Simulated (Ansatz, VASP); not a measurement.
W: VASP beside Ansatz

Contents of INCAR:

```
SYSTEM = W
PREC     = Accurate       ! precision mode
ENCUT    = 520            ! plane-wave cutoff, eV
EDIFF    = 1E-7           ! SCF threshold, eV
ISMEAR   = -1             ! smearing method
SIGMA    = 0.05           ! smearing width, eV
LREAL    = .FALSE.        ! projectors in reciprocal space
LASPH    = .TRUE.         ! aspherical terms in the spheres
NELM     = 100            ! most SCF steps
ALGO     = Normal         ! electronic algorithm
ISIF     = 2              ! what is computed and relaxed
LWAVE    = .FALSE.        ! write WAVECAR
LCHARG   = .TRUE.         ! write CHGCAR
GGA      = PS             ! functional
LELF     = .TRUE.         ! ELF
LVHAR    = .TRUE.       
NBANDS   = 13             ! bands
```

Contents of KPOINTS:

```
regular mesh
0
G
  11 11 11
  0 0 0
```

Contents of POSCAR:

```
W
1.0
    0.0000000000      2.0567135898      2.0567135898
    2.0567135898      0.0000000000      2.0567135898
    2.0567135898      2.0567135898      0.0000000000
W
1
Direct
    0.0000000000      0.0000000000      0.0000000000
```

input.yaml

```yaml
crystal:
  lattice:
    - [0.0, 2.0567135898, 2.0567135898]
    - [2.0567135898, 0.0, 2.0567135898]
    - [2.0567135898, 2.0567135898, 0.0]
  atoms:
    - { symbol: W, position: [0.0, 0.0, 0.0] }
kpoints:
  mp_grid: { grid: [11, 11, 11] }
scf:
  occupations: { method: fermi_dirac, width: 0.05 }
hamiltonian:
  xc: pbesol
  pseudopotentials: { kind: all_electron, lapw: { basis_error: 0.0005 } }
output:
  forces: true
  stress: true
  eigenvalues: true
```

Change from the starting cell: volume scaled by 1.04.

Alike in both runs: task single point; functional PBEsol; k mesh 11 × 11 × 11; occupations fermi-dirac, width 0.05 eV; no spin polarisation.

|  | VASP | Ansatz |
| --- | --- | --- |
| version | VASP 6.6.1 | Ansatz 0.2.0 |
| potentials or method | VASP PAW PBE potentials, release 64 (W_sv), cutoff 520 eV | all-electron LAPW, scalar-relativistic |

|  | VASP | Ansatz | Ansatz less VASP |
| --- | --- | --- | --- |
| gap on the k mesh at the Fermi level (eV) | none | none | - |
| pressure (GPa) | -21.6 | -21.8 | -0.19 |

VASP's potentials were made for PBE, not for PBEsol. A gap of «none» marks a metal or a gap that the smearing closes. Ansatz ran all-electron here, and VASP with PAW potentials.

Spin-orbit coupling is off throughout.
